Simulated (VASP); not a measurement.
# GaSb (F-43m) in VASP: further runs

GaSb is run at these levels: PBEsol; tasks: single point.

Program: VASP 6.6.1. These are calculated values, not measurements. Logs are shortened: lines on timing, memory, paths and dates and some standing lists are left out, and cuts for length are marked.

### 1 The cell of the first run

Symmetry: F-43m, No. 216, cubic system. Conventional cell: a = 5.445 Å, b = 5.445 Å, c = 5.445 Å, α = 90.00°, β = 90.00°, γ = 90.00°. Ga (site symmetry -43m) has 4 Sb at 2.36 Å within 3.1 Å. Sb (site symmetry -43m) has 4 Ga at 2.36 Å within 3.1 Å.

### 2 Single point, PBEsol

Input file INCAR:

```
ALGO = Normal
EDIFF = 1E-7
ENCUT = 520
GGA = PS
ISIF = 2
ISMEAR = -1
LASPH = True
LCHARG = True
LELF = True
LREAL = False
LVHAR = True
LWAVE = False
NBANDS = 16
NELM = 80
PREC = Accurate
SIGMA = 0.15
```

Input file KPOINTS:

```
k-points
0
Gamma
  12 12 12
```

Input file POSCAR:

```
GaSb
1.0
    0.0000000000      2.7226243218      2.7226243218
    2.7226243218      0.0000000000      2.7226243218
    2.7226243218      2.7226243218      0.0000000000
Ga Sb
1 1
Direct
    0.0000000000      0.0000000000      0.0000000000
    0.7500000000      0.7500000000      0.7500000000
```

Potentials or basis: VASP PAW PBE potentials, release 64 (Ga_d, Sb).

Run with:

```console
> cat potpaw_PBE.64/Ga_d/POTCAR potpaw_PBE.64/Sb/POTCAR > POTCAR
> mpirun -np 1 vasp_std > vasp.out
```

OUTCAR:

```text
EDIFF = 1E-7
   ENCUT = 520
   GGA = PS
   ISIF = 2
   ISMEAR = -1
   LASPH = True
   LREAL = False
   NELM = 80
   PREC = Accurate

 ion  position               nearest neighbor table
   1  0.000  0.000  0.000-   2 2.36   2 2.36   2 2.36   2 2.36
   2  0.750  0.750  0.750-   1 2.36   1 2.36   1 2.36   1 2.36

  LATTYP: Found a face centered cubic cell.
 ALAT       =     5.4452486436

  Lattice vectors:

 A1 = (   0.0000000000,   2.7226243218,   2.7226243218)
 A2 = (   2.7226243218,   0.0000000000,   2.7226243218)
 A3 = (   2.7226243218,   2.7226243218,   0.0000000000)

Analysis of symmetry for initial positions (statically):
=====================================================================
 Subroutine PRICEL returns:
 Original cell was already a primitive cell.

 Routine SETGRP: Setting up the symmetry group for a
 face centered cubic supercell.

 Subroutine GETGRP returns: Found 24 space group operations
 (whereof 24 operations were pure point group operations)
 out of a pool of 48 trial point group operations.

The static configuration has the point symmetry T_d .

Analysis of symmetry for dynamics (positions and initial velocities):
=====================================================================
 Subroutine PRICEL returns:
 Original cell was already a primitive cell.

 Routine SETGRP: Setting up the symmetry group for a
 face centered cubic supercell.

 Subroutine GETGRP returns: Found 24 space group operations
 (whereof 24 operations were pure point group operations)
 out of a pool of 48 trial point group operations.

The dynamic configuration has the point symmetry T_d .

 Subroutine INISYM returns: Found 24 space group operations
 (whereof 24 operations are pure point group operations),
 and found     1 'primitive' translations

----------------------------------------------------------------------------------------

                                     Primitive cell

  volume of cell :      40.3639

  direct lattice vectors                    reciprocal lattice vectors
     0.000000000  2.722624322  2.722624322    -0.183646343  0.183646343  0.183646343
     2.722624322  0.000000000  2.722624322     0.183646343 -0.183646343  0.183646343
     2.722624322  2.722624322  0.000000000     0.183646343  0.183646343 -0.183646343

  length of vectors
     3.850372241  3.850372241  3.850372241     0.318084797  0.318084797  0.318084797

  position of ions in fractional coordinates (direct lattice)
     0.000000000  0.000000000  0.000000000
     0.750000000  0.750000000  0.750000000

  ion indices of the primitive-cell ions
   primitive index   ion index
                 1           1
                 2           2

----------------------------------------------------------------------------------------

 KPOINTS: k-points

Automatic generation of k-mesh.
 Grid dimensions read from file:
 generate k-points for:   12   12   12

 Generating k-lattice:

  Cartesian coordinates                     Fractional coordinates (reciprocal lattice)
    -0.015303862  0.015303862  0.015303862     0.083333333  0.000000000  0.000000000
     0.015303862 -0.015303862  0.015303862     0.000000000  0.083333333  0.000000000
     0.015303862  0.015303862 -0.015303862     0.000000000  0.000000000  0.083333333

  Length of vectors
     0.026507066  0.026507066  0.026507066

  Shift w.r.t. Gamma in fractional coordinates (k-lattice)
     0.000000000  0.000000000  0.000000000

 Subroutine IBZKPT returns following result:
 ===========================================

 Found     72 irreducible k-points:

 Following reciprocal coordinates:
            Coordinates               Weight
  0.000000  0.000000  0.000000      1.000000
  0.083333  0.000000  0.000000      8.000000
  0.166667  0.000000  0.000000      8.000000
  0.250000  0.000000  0.000000      8.000000
  0.333333  0.000000  0.000000      8.000000
  0.416667  0.000000  0.000000      8.000000
[... 16 lines left out ...]
  0.500000  0.166667  0.000000     24.000000
 -0.416667  0.166667  0.000000     24.000000
 [... further k-points ...]
   k-points           NKPTS =     72   k-points in BZ     NKDIM =     72   number of bands    NBANDS=     16
   number of dos      NEDOS =    301   number of ions     NIONS =      2
   total plane-waves  NPLWV =  27000
   dimension x,y,z NGX =    30 NGY =   30 NGZ =   30
   dimension x,y,z NGXF=    60 NGYF=   60 NGZF=   60
   ions per type =               1   1
   NGX,Y,Z   is equivalent  to a cutoff of  12.95, 12.95, 12.95 a.u.
   NGXF,Y,Z  is equivalent  to a cutoff of  25.91, 25.91, 25.91 a.u.
 SYSTEM =  unknown system
   PREC   = accura    normal or accurate (medium, high low for compatibility)
   ISTART =      0    job   : 0-new  1-cont  2-samecut
   ICHARG =      2    charge: 1-file 2-atom 10-const
   ISPIN  =      1    spin polarized calculation?
   LNONCOLLINEAR =      F non collinear calculations
   LSORBIT =      F    spin-orbit coupling
   LASPH  =      T    aspherical Exc in radial PAW
   ENCUT  =  520.0 eV  38.22 Ry    6.18 a.u.   7.16  7.16  7.16*2*pi/ulx,y,z
   NELM   =     80;   NELMIN=  2; NELMDL= -5     # of ELM steps
   EDIFF  = 0.1E-06   stopping-criterion for ELM
   LREAL  =      F    real-space projection
   EDIFFG = 0.1E-05   stopping-criterion for IOM
   NSW    =      0    number of steps for IOM
   IBRION =     -1    ionic relax: 0-MD 1-quasi-New 2-CG
   NFREE  =      0    steps in history (QN), initial steepest desc. (CG)
   ISIF   =      2    stress and relaxation
   ISYM   =      2    0-nonsym 1-usesym 2-fastsym
   POTIM  = 0.5000    time-step for ionic-motion
   TEBEG  =    0.0;   TEEND  =   0.0 temperature during run
   PSTRESS=    0.0 pullay stress
   NELECT =      18.0000    total number of electrons
   NUPDOWN=      -1.0000    fix difference up-down
   EMIN   =  10.00;   EMAX   =-10.00  energy-range for DOS
   EFERMI =   0.00;   METHOD = LEGACY
   ISMEAR =    -1;   SIGMA  =   0.15  broadening in eV -4-tet -1-fermi 0-gaus
   EFERMI_NEDOS =   21; number of points for ismear=-14 and -15
   IALGO  =     38    algorithm
   IMIX   =      4    mixing-type and parameters
     AMIX     =   0.40;   BMIX     =  1.00
     AMIX_MAG =   1.60;   BMIX_MAG =  1.00
  volume/ion in A,a.u.               =      20.18       136.19
  Fermi-wavevector in a.u.,A,eV,Ry     =   1.250743  2.363561 21.284370  1.564357
  Thomas-Fermi vector in A             =   2.384723
   LORBIT       =      0    0 simple, 1 ext, 2 COOP (PROOUT), +10 PAW based schemes
   GGA     = PS    functional components
   LHFCALC =     F    Hartree Fock is set to
   AEXX    =    0.0000 exact exchange contribution
   IVDW    =     0    specifies the selected vdW correction
   LEPSILON=     F    determine dielectric tensor
   LRPA    =     F    only Hartree local field effects (RPA)
 non-spin polarized calculation
  energy-cutoff  :      520.00
  volume of cell :       40.36
 maximum number of plane-waves:      1106
 NGX is ok and might be reduce to    30
   NGX = 15   NGY = 15   NGZ = 15

 number of electron      17.9999989 magnetization

 Free energy of the ion-electron system (eV)
  ---------------------------------------------------
  ext. energy  EPLUGINS =         0.00000000
  ---------------------------------------------------
  free energy    TOTEN  =        -6.62479432 eV

  energy without entropy =       -6.61542730  energy(sigma->0) =       -6.62011081

 E-fermi :   9.0621     XC(G=0): -10.8794

 val. band max:        8.9073392440   @ k =  -0.0833   0.0833   0.0000
 cond. band min:       9.1053441466   @ k =   0.0000   0.0000   0.0000
 fundamental gap:      0.1980049025
 Fermi energy:         9.0621060218

 k-point     1 :       0.0000    0.0000    0.0000
  band No.  band energies     occupation
      1      -7.1068      2.00000
      2      -7.1068      2.00000
      3      -7.1068      2.00000
      4      -6.9724      2.00000
      5      -6.9724      2.00000
      6      -5.4711      2.00000
[... 8 lines left out ...]
     15      18.3548      0.00000
     16      18.3548      0.00000

 k-point     2 :       0.0833    0.0000    0.0000
  band No.  band energies     occupation
      1      -7.1167      2.00000
      2      -7.1041      2.00000
      3      -7.1041      2.00000
      4      -6.9730      2.00000
      5      -6.9730      2.00000
      6      -5.3616      2.00000
[... 8 lines left out ...]
     15      17.3566      0.00000
     16      17.3566      0.00000

 k-point     3 :       0.1667    0.0000    0.0000
  band No.  band energies     occupation
      1      -7.1411      2.00000
      2      -7.0970      2.00000
      3      -7.0970      2.00000
      4      -6.9743      2.00000
      5      -6.9743      2.00000
      6      -5.0396      2.00000
[... 8 lines left out ...]
     15      16.7277      0.00000
     16      16.7277      0.00000

 k-point     4 :       0.2500    0.0000    0.0000
  band No.  band energies     occupation
      1      -7.1703      2.00000
      2      -7.0881      2.00000
      3      -7.0881      2.00000
      4      -6.9753      2.00000
      5      -6.9753      2.00000
      6      -4.5231      2.00000
[... 8 lines left out ...]
     15      16.8032      0.00000
     16      16.8032      0.00000
[... 324 lines left out ...]
 k-point    22 :       0.4167    0.1667    0.0000
  band No.  band energies     occupation
      1      -7.2137      2.00000
      2      -7.0697      2.00000
      3      -7.0631      2.00000
      4      -6.9892      2.00000
      5      -6.9710      2.00000
      6      -3.2502      2.00000
[... 8 lines left out ...]
     15      19.9970      0.00000
     16      20.3801      0.00000

 k-point    23 :       0.5000    0.1667    0.0000
  band No.  band energies     occupation
      1      -7.2226      2.00000
      2      -7.0681      2.00000
      3      -7.0610      2.00000
      4      -6.9853      2.00000
      5      -6.9727      2.00000
      6      -2.5837      2.00000
[... 8 lines left out ...]
     15      20.1324      0.00000
     16      20.4507      0.00000

 k-point    24 :      -0.4167    0.1667    0.0000
  band No.  band energies     occupation
      1      -7.2228      2.00000
      2      -7.0682      2.00000
      3      -7.0627      2.00000
      4      -6.9810      2.00000
      5      -6.9759      2.00000
      6      -2.4534      2.00000
[... 8 lines left out ...]
     15      18.4963      0.00000
     16      19.1177      0.00000

 [... further k-points ...]

------------------------ aborting loop because EDIFF is reached ----------------------------------------

  FORCE on cell =-STRESS in cart. coord.  units (eV):
  Direction    XX          YY          ZZ          XY          YZ          ZX
  --------------------------------------------------------------------------------------
  -------------------------------------------------------------------------------------
  Total       10.1517844     10.1517844     10.1517844     -0.0000000     -0.0000000      0.0000000
  in kB      402.9580281    402.9580281    402.9580281     -0.0000000     -0.0000000      0.0000000
  external PRESSURE =     402.9580281 kB  Pullay stress =       0.0000000 kB

 VOLUME and BASIS-vectors are now :
 -----------------------------------------------------------------------------
  energy-cutoff  :      520.00
  volume of cell :       40.36
      direct lattice vectors                 reciprocal lattice vectors
     0.000000000  2.722624322  2.722624322    -0.183646343  0.183646343  0.183646343
     2.722624322  0.000000000  2.722624322     0.183646343 -0.183646343  0.183646343
     2.722624322  2.722624322  0.000000000     0.183646343  0.183646343 -0.183646343

 POSITION                                       TOTAL-FORCE (eV/Angst)
 -----------------------------------------------------------------------------------
      0.00000      0.00000      0.00000         0.000000      0.000000      0.000000
      4.08394      4.08394      4.08394        -0.000000     -0.000000     -0.000000
 -----------------------------------------------------------------------------------
    total drift:                                0.000001      0.000001      0.000001

  FREE ENERGIE OF THE ION-ELECTRON SYSTEM (eV)
  ---------------------------------------------------
  free  energy   TOTEN  =        -6.6247943181 eV

  energy  without entropy=       -6.6154273028  energy(sigma->0) =       -6.62011081
```

Run time: 67 s. Hardware: 1 thread of AMD EPYC 7R43 (Zen 3), shared host; peak memory 0.16 GiB.

What came out:

| Item | Value |
| --- | --- |
| Free energy | -6.6248 eV |
| Pressure | 40.3 GPa |

Levels at points of the mesh, in eV from the Fermi level:
| k point | band 5 | band 6 | band 7 | band 8 | band 9 | band 10 | band 11 | band 12 | band 13 | band 14 |
| --- | --- | --- | --- | --- | --- | --- | --- | --- | --- | --- |
| (0.00, 0.00, 0.00) | -16.03 | -14.53 | 0.04 | 0.04 | 0.04 | 2.55 | 2.55 | 2.55 | 2.78 | 5.85 |
| (0.50, 0.00, 0.00) | -16.04 | -11.79 | -8.68 | -1.83 | -1.83 | 1.26 | 3.56 | 3.56 | 5.76 | 11.00 |
| (0.50, 0.50, 0.00) | -16.03 | -10.39 | -8.82 | -4.09 | -4.09 | 0.19 | 0.32 | 11.08 | 11.08 | 12.73 |

Caveat: the PAW data sets were made with another functional, which shifts forces and pressure a little; spin-orbit coupling is left out, which moves the levels of the heavy elements.

(Part 1 of 2 ends here.)
